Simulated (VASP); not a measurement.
# Ta (P6_3/mmc) in VASP: further runs

Ta is run at these levels: PBE; tasks: single point, relaxation of cell and atoms.

Program: VASP 6.6.1. These are calculated values, not measurements. Logs are shortened: lines on timing, memory, paths and dates and some standing lists are left out, and cuts for length are marked.

## 1. The cell of the first run

Symmetry: P6_3/mmc, No. 194, hexagonal system. The conventional cell has a = 2.938 Å, b = 2.938 Å, c = 10.057 Å, α = 90.00°, β = 90.00°, γ = 120.00°. Ta (site symmetry -3m) has 12 Ta at 2.94 to 3.03 Å within 3.9 Å. Within 3.9 Å of Ta (site symmetry -6m2) lie 12 Ta at 2.94 to 3.03 Å.

This isn't the form of Ta at room conditions, which is bcc.

## 2. Single point, PBE

The input, INCAR:

```
SYSTEM = Ta
  PREC = Accurate
  ENCUT = 520
  EDIFF = 1E-6
  ISMEAR = -1
  SIGMA = 0.1
  LREAL = .FALSE.
  LASPH = .TRUE.
  NELM = 80
  ALGO = Normal
  ISIF = 2
  LWAVE = .FALSE.
  LCHARG = .FALSE.
  GGA = PE
  NBANDS = 30
```

The input, KPOINTS:

```
Automatic mesh
0
G
  16 16 4
  0 0 0
```

The input, POSCAR:

```
Ta
1.0
    2.9382276328      0.0000000000      0.0000000000
   -1.4691138164      2.5445797721      0.0000000000
    0.0000000000      0.0000000000     10.0568000553
Ta
4
Direct
    0.0000000000      1.0000000000      1.0000000000
    0.0000000000      1.0000000000      0.5000000000
    0.3333333333      0.6666666667      0.2500000000
    0.6666666667      0.3333333333      0.7500000000
```

Potentials or basis: VASP PAW PBE potentials, release 64 (Ta_pv).

On the command line:

```
cat potpaw_PBE.64/Ta_pv/POTCAR > POTCAR
mpirun -np 1 vasp_std > vasp.out
```

OUTCAR:

```text
SYSTEM = Ta
   PREC = Accurate
   ENCUT = 520
   EDIFF = 1E-6
   ISMEAR = -1
   LREAL = .FALSE.
   LASPH = .TRUE.
   NELM = 80
   ISIF = 2
   GGA = PE

 ion  position               nearest neighbor table
   1  0.000  0.000  0.000-   3 3.03   4 3.03   3 3.03   4 3.03   4 3.03   3 3.03
   2  0.000  0.000  0.500-   3 3.03   4 3.03   3 3.03   4 3.03   4 3.03   3 3.03
   3  0.333  0.667  0.250-   1 3.03   2 3.03   1 3.03   2 3.03   1 3.03   2 3.03
   4  0.667  0.333  0.750-   1 3.03   2 3.03   1 3.03   2 3.03   1 3.03   2 3.03

  LATTYP: Found a hexagonal cell.
 ALAT       =     2.9382276328
 C/A-ratio  =     3.4227436782

  Lattice vectors:

 A1 = (   2.9382276328,   0.0000000000,   0.0000000000)
 A2 = (  -1.4691138164,   2.5445797721,   0.0000000000)
 A3 = (   0.0000000000,   0.0000000000,  10.0568000553)

Analysis of symmetry for initial positions (statically):
=====================================================================
 Subroutine PRICEL returns:
 Original cell was already a primitive cell.

 Routine SETGRP: Setting up the symmetry group for a
 hexagonal supercell.

 Subroutine GETGRP returns: Found 24 space group operations
 (whereof 12 operations were pure point group operations)
 out of a pool of 24 trial point group operations.

The static configuration has the point symmetry D_3d.
 The point group associated with its full space group is D_6h.

Analysis of symmetry for dynamics (positions and initial velocities):
=====================================================================
 Subroutine PRICEL returns:
 Original cell was already a primitive cell.

 Routine SETGRP: Setting up the symmetry group for a
 hexagonal supercell.

 Subroutine GETGRP returns: Found 24 space group operations
 (whereof 12 operations were pure point group operations)
 out of a pool of 24 trial point group operations.

The dynamic configuration has the point symmetry D_3d.
 The point group associated with its full space group is D_6h.

 Subroutine INISYM returns: Found 24 space group operations
 (whereof 12 operations are pure point group operations),
 and found     1 'primitive' translations

----------------------------------------------------------------------------------------

                                     Primitive cell

  volume of cell :      75.1902

  direct lattice vectors                    reciprocal lattice vectors
     2.938227633  0.000000000  0.000000000     0.340341228  0.196496099  0.000000000
    -1.469113816  2.544579772  0.000000000     0.000000000  0.392992199  0.000000000
     0.000000000  0.000000000 10.056800055     0.000000000  0.000000000  0.099435207

  length of vectors
     2.938227633  2.938227633 10.056800055     0.392992199  0.392992199  0.099435207

  position of ions in fractional coordinates (direct lattice)
     0.000000000  0.000000000  0.000000000
     0.000000000  0.000000000  0.500000000
     0.333333333  0.666666667  0.250000000
     0.666666667  0.333333333  0.750000000

  ion indices of the primitive-cell ions
   primitive index   ion index
                 1           1
                 2           2
                 3           3
                 4           4

----------------------------------------------------------------------------------------

 KPOINTS: Automatic mesh

Automatic generation of k-mesh.
 Grid dimensions read from file:
 generate k-points for:   16   16    4

 Generating k-lattice:

  Cartesian coordinates                     Fractional coordinates (reciprocal lattice)
     0.021271327  0.012281006  0.000000000     0.062500000 -0.000000000  0.000000000
     0.000000000  0.024562012  0.000000000     0.000000000  0.062500000  0.000000000
     0.000000000  0.000000000  0.024858802     0.000000000  0.000000000  0.250000000

  Length of vectors
     0.024562012  0.024562012  0.024858802

  Shift w.r.t. Gamma in fractional coordinates (k-lattice)
     0.000000000  0.000000000  0.000000000

 Subroutine IBZKPT returns following result:
 ===========================================

 Found     90 irreducible k-points:

 Following reciprocal coordinates:
            Coordinates               Weight
  0.000000  0.000000  0.000000      1.000000
  0.062500 -0.000000  0.000000      6.000000
  0.125000 -0.000000  0.000000      6.000000
  0.187500 -0.000000  0.000000      6.000000
  0.250000 -0.000000  0.000000      6.000000
  0.312500  0.000000  0.000000      6.000000
[... 16 lines left out ...]
  0.187500  0.187500  0.000000      6.000000
  0.250000  0.187500  0.000000     12.000000
 [... further k-points ...]
   k-points           NKPTS =     90   k-points in BZ     NKDIM =     90   number of bands    NBANDS=     30
   number of dos      NEDOS =    301   number of ions     NIONS =      4
   total plane-waves  NPLWV =  46080
   dimension x,y,z NGX =    24 NGY =   24 NGZ =   80
   dimension x,y,z NGXF=    48 NGYF=   48 NGZF=  160
   ions per type =               4
   NGX,Y,Z   is equivalent  to a cutoff of  13.58, 13.58, 13.22 a.u.
   NGXF,Y,Z  is equivalent  to a cutoff of  27.16, 27.16, 26.45 a.u.
 SYSTEM =  Ta
   PREC   = accura    normal or accurate (medium, high low for compatibility)
   ISTART =      0    job   : 0-new  1-cont  2-samecut
   ICHARG =      2    charge: 1-file 2-atom 10-const
   ISPIN  =      1    spin polarized calculation?
   LNONCOLLINEAR =      F non collinear calculations
   LSORBIT =      F    spin-orbit coupling
   LASPH  =      T    aspherical Exc in radial PAW
   ENCUT  =  520.0 eV  38.22 Ry    6.18 a.u.   5.46  5.46 18.70*2*pi/ulx,y,z
   NELM   =     80;   NELMIN=  2; NELMDL= -5     # of ELM steps
   EDIFF  = 0.1E-05   stopping-criterion for ELM
   LREAL  =      F    real-space projection
[... 7 lines left out ...]
   TEBEG  =    0.0;   TEEND  =   0.0 temperature during run
   PSTRESS=    0.0 pullay stress
   NELECT =      44.0000    total number of electrons
   NUPDOWN=      -1.0000    fix difference up-down
   EMIN   =  10.00;   EMAX   =-10.00  energy-range for DOS
   EFERMI =   0.00;   METHOD = LEGACY
   ISMEAR =    -1;   SIGMA  =   0.10  broadening in eV -4-tet -1-fermi 0-gaus
   EFERMI_NEDOS =   21; number of points for ismear=-14 and -15
   IALGO  =     38    algorithm
   IMIX   =      4    mixing-type and parameters
     AMIX     =   0.40;   BMIX     =  1.00
     AMIX_MAG =   1.60;   BMIX_MAG =  1.00
  volume/ion in A,a.u.               =      18.80       126.85
  Fermi-wavevector in a.u.,A,eV,Ry     =   1.369321  2.587642 25.511470  1.875040
  Thomas-Fermi vector in A             =   2.495207
   LORBIT       =      0    0 simple, 1 ext, 2 COOP (PROOUT), +10 PAW based schemes
   GGA     = PE    functional components
   LHFCALC =     F    Hartree Fock is set to
   AEXX    =    0.0000 exact exchange contribution
   IVDW    =     0    specifies the selected vdW correction
   LEPSILON=     F    determine dielectric tensor
   LRPA    =     F    only Hartree local field effects (RPA)
 non-spin polarized calculation
  energy-cutoff  :      520.00
  volume of cell :       75.19
 maximum number of plane-waves:      2066
 NGX is ok and might be reduce to    24
   NGX = 11   NGY = 11   NGZ = 37

 number of electron      44.0000002 magnetization

 Free energy of the ion-electron system (eV)
  ---------------------------------------------------
  ext. energy  EPLUGINS =         0.00000000
  ---------------------------------------------------
  free energy    TOTEN  =       -46.31907235 eV

  energy without entropy =      -46.16531648  energy(sigma->0) =      -46.24219441

 E-fermi :   5.5520     XC(G=0): -12.3985

 val. band max:        5.5435658512   @ k =   0.3125   0.0000   0.0000
 cond. band min:       5.5588598152   @ k =   0.3750   0.0625   0.5000
 fundamental gap:      0.0152939640
 Fermi energy:         5.5519969989

 k-point     1 :       0.0000    0.0000    0.0000
  band No.  band energies     occupation
      1     -29.0532      2.00000
      2     -28.6491      2.00000
      3     -28.5830      2.00000
      4     -28.1763      2.00000
      5     -28.1763      2.00000
      6     -28.1525      2.00000
[... 22 lines left out ...]
     29       8.4992      0.00000
     30       8.4992      0.00000

 k-point     2 :       0.0625   -0.0000    0.0000
  band No.  band energies     occupation
      1     -29.0408      2.00000
      2     -28.6482      2.00000
      3     -28.5838      2.00000
      4     -28.2119      2.00000
      5     -28.1861      2.00000
      6     -28.1822      2.00000
[... 22 lines left out ...]
     29       8.2408      0.00000
     30       8.3200      0.00000

 k-point     3 :       0.1250   -0.0000    0.0000
  band No.  band energies     occupation
      1     -29.0048      2.00000
      2     -28.6490      2.00000
      3     -28.5923      2.00000
      4     -28.3120      2.00000
      5     -28.2597      2.00000
      6     -28.2136      2.00000
[... 22 lines left out ...]
     29       7.7089      0.00000
     30       7.9513      0.00000

 k-point     4 :       0.1875   -0.0000    0.0000
  band No.  band energies     occupation
      1     -28.9486      2.00000
      2     -28.6661      2.00000
      3     -28.6326      2.00000
      4     -28.4574      2.00000
      5     -28.3453      2.00000
      6     -28.3410      2.00000
[... 22 lines left out ...]
     29       7.6218      0.00000
     30       7.6698      0.00000

 k-point     5 :       0.2500   -0.0000    0.0000
  band No.  band energies     occupation
      1     -28.8810      2.00000
      2     -28.7312      2.00000
      3     -28.7293      2.00000
      4     -28.6174      2.00000
      5     -28.5170      2.00000
      6     -28.3902      2.00000
[... 22 lines left out ...]
     29       8.3728      0.00000
     30       8.5008      0.00000
[... 526 lines left out ...]
     29      10.1546      0.00000
     30      10.5343      0.00000

 k-point    22 :       0.4375    0.1250    0.0000
  band No.  band energies     occupation
      1     -29.0771      2.00000
      2     -29.0643      2.00000
      3     -28.9492      2.00000
      4     -28.9169      2.00000
      5     -28.5653      2.00000
      6     -28.5195      2.00000
[... 22 lines left out ...]
     29      10.4491      0.00000
     30      10.5978      0.00000

 k-point    23 :       0.1875    0.1875    0.0000
  band No.  band energies     occupation
      1     -28.8498      2.00000
      2     -28.8128      2.00000
      3     -28.7803      2.00000
      4     -28.7612      2.00000
      5     -28.6672      2.00000
      6     -28.4631      2.00000
[... 22 lines left out ...]
     29       8.8195      0.00000
     30       9.8871      0.00000

 k-point    24 :       0.2500    0.1875    0.0000
  band No.  band energies     occupation
      1     -28.9298      2.00000
      2     -28.8915      2.00000
      3     -28.8456      2.00000
      4     -28.7581      2.00000
      5     -28.7093      2.00000
      6     -28.5140      2.00000
[... 22 lines left out ...]
     29       9.0607      0.00000
     30      10.4833      0.00000

 [... further k-points ...]

------------------------ aborting loop because EDIFF is reached ----------------------------------------

  FORCE on cell =-STRESS in cart. coord.  units (eV):
  Direction    XX          YY          ZZ          XY          YZ          ZX
  --------------------------------------------------------------------------------------
  -------------------------------------------------------------------------------------
  Total        0.0184234      0.0184234     -0.0165407     -0.0000000      0.0000000      0.0000000
  in kB        0.3925719      0.3925719     -0.3524538     -0.0000000      0.0000000      0.0000000
  external PRESSURE =       0.1442300 kB  Pullay stress =       0.0000000 kB

 VOLUME and BASIS-vectors are now :
 -----------------------------------------------------------------------------
  energy-cutoff  :      520.00
  volume of cell :       75.19
      direct lattice vectors                 reciprocal lattice vectors
     2.938227633  0.000000000  0.000000000     0.340341228  0.196496099  0.000000000
    -1.469113816  2.544579772  0.000000000     0.000000000  0.392992199  0.000000000
     0.000000000  0.000000000 10.056800055     0.000000000  0.000000000  0.099435207

 POSITION                                       TOTAL-FORCE (eV/Angst)
 -----------------------------------------------------------------------------------
      0.00000      0.00000      0.00000         0.000000      0.000000      0.000000
      0.00000      0.00000      5.02840         0.000000      0.000000      0.000000
     -0.00000      1.69639      2.51420         0.000000      0.000000     -0.000000
      1.46911      0.84819      7.54260        -0.000000      0.000000      0.000000
 -----------------------------------------------------------------------------------
    total drift:                               -0.000000      0.000000     -0.000000

  FREE ENERGIE OF THE ION-ELECTRON SYSTEM (eV)
  ---------------------------------------------------
  free  energy   TOTEN  =       -46.3190723508 eV

  energy  without entropy=      -46.1653164778  energy(sigma->0) =      -46.24219441
```

Run time: 62 s. Hardware: 1 thread of Intel Xeon 6975P-C (Granite Rapids), shared host; peak memory 0.29 GiB.

What came out:

```
Free energy            : -46.3191 eV
Pressure               : 0.0 GPa
Band gap on the k mesh : zero (bands 22 and 23 overlap by 1.04 eV)
```

Levels at points of the mesh, in eV from the Fermi level:
```csv
k point,band 19,band 20,band 21,band 22,band 23,band 24,band 25,band 26
"(0.00, 0.00, 0.00)",-0.12,0.23,0.39,0.39,0.49,0.49,0.89,0.89
"(0.50, 0.00, 0.00)",-2.12,-1.02,-0.48,0.53,0.57,1.50,2.25,2.41
"(0.00, 0.00, 0.50)",-0.46,-0.46,0.51,0.51,0.51,0.51,0.84,0.84
"(0.50, 0.00, 0.50)",-1.01,-1.01,0.34,0.34,1.05,1.05,1.27,1.27
```

Caveat: spin-orbit coupling is left out, which moves the levels of the heavy elements.

## 3. Relaxation of cell and atoms, PBE

This run uses another cell than the first one, of 18.06 Å³/atom.

The input, INCAR:

```
PREC = Accurate ; ENCUT = 600
EDIFF = 1E-7 ; ISMEAR = -1
SIGMA = 0.1 ; LREAL = F
LASPH = T ; NELM = 100
ALGO = Normal ; ISIF = 3
LWAVE = F ; LCHARG = F
GGA = PE ; IBRION = 2
NSW = 80 ; EDIFFG = -0.01
```

The input, KPOINTS:

```
regular mesh
0
Gamma
  12 12 4
```

The input, POSCAR:

```
Ta
1.0
    2.9451288715      0.0000000000      0.0000000000
   -1.4725644358      2.5505564202      0.0000000000
    0.0000000000      0.0000000000      9.6187908944
Ta
4
Direct
    0.0000000000      0.0000000000      0.0000000000
    0.0000000000      0.0000000000      0.5000000000
    0.3333333333      0.6666666667      0.2500000000
    0.6666666667      0.3333333333      0.7500000000
```

Potentials or basis: VASP PAW PBE potentials, release 64 (Ta_pv).

On the command line:

```
cat potpaw_PBE.64/Ta_pv/POTCAR > POTCAR
mpirun -np 1 vasp_std > vasp.out
```

It took 5 min on 1 thread of Intel Xeon 6975P-C (Granite Rapids), shared host; peak memory 0.27 GiB.

The run converged. Its results:

| Item | Value |
| --- | --- |
| Free energy | -46.3208 eV |
| Relaxed volume | 18.80 Å³/atom |
| Relaxed cell | a = 2.939 Å, b = 2.939 Å, c = 10.053 Å, α = 90.00°, β = 90.00°, γ = 120.00° |
| Space group after relaxing (to 0.1 Å) | P6_3/mmc (No. 194) |
| Energy gained by relaxing | 27.0 meV/atom |
| Ionic steps | 10 |
| Pressure after relaxing | 0.0 GPa |
| Band gap on the k mesh | zero (bands 22 and 23 overlap by 1.12 eV) |

Stress tensor (GPa, compression positive):
```
-0.04  0.00  0.00
 0.00 -0.04  0.00
 0.00  0.00  0.05
```

The path:
| step | energy change (eV) | largest force (eV/Å) | pressure (GPa) | volume (Å³) |
| --- | --- | --- | --- | --- |
| 1 | 0.0000 | 0.0000 | 8.39 | 72.25 |
| 2 | 0.2705 | 0.0000 | -14.98 | 82.58 |
| 3 | -0.0856 | 0.0000 | -0.71 | 75.51 |
| 4 | -0.0857 | 0.0000 | -0.48 | 75.42 |
| 5 | -0.1020 | 0.0000 | -0.21 | 75.31 |
| 6 | -0.1078 | 0.0000 | 0.16 | 75.15 |
| 7 | -0.1078 | 0.0000 | 0.12 | 75.17 |
| 8 | -0.1078 | 0.0000 | 0.11 | 75.17 |
| 9 | -0.1078 | 0.0000 | -0.26 | 75.32 |
| 10 | -0.1078 | 0.0000 | -0.01 | 75.22 |

Final structure:
```cif
data_structure
_symmetry_space_group_name_H-M 'P 1'
_symmetry_Int_Tables_number 1
_cell_length_a 2.9393
_cell_length_b 2.9393
_cell_length_c 10.0528
_cell_angle_alpha 90.000
_cell_angle_beta 90.000
_cell_angle_gamma 120.000
_cell_volume 75.22
loop_
_atom_site_label
_atom_site_type_symbol
_atom_site_fract_x
_atom_site_fract_y
_atom_site_fract_z
_atom_site_occupancy
Ta1 Ta 0.00000 0.00000 0.00000 1
Ta2 Ta 0.00000 0.00000 0.50000 1
Ta3 Ta 0.33333 0.66667 0.25000 1
Ta4 Ta 0.66667 0.33333 0.75000 1
```

Levels at points of the mesh, in eV from the Fermi level:
```
           k point  band 19  band 20  band 21  band 22  band 23  band 24  band 25  band 26
(0.00, 0.00, 0.00)    -0.11     0.23     0.39     0.39     0.49     0.49     0.88     0.88
(0.50, 0.00, 0.00)    -2.12    -1.02    -0.49     0.53     0.56     1.50     2.25     2.41
(0.00, 0.00, 0.50)    -0.45    -0.45     0.51     0.51     0.51     0.51     0.83     0.83
(0.50, 0.00, 0.50)    -1.00    -1.00     0.34     0.34     1.05     1.05     1.27     1.27
```

Caveat: spin-orbit coupling is left out, which moves the levels of the heavy elements.
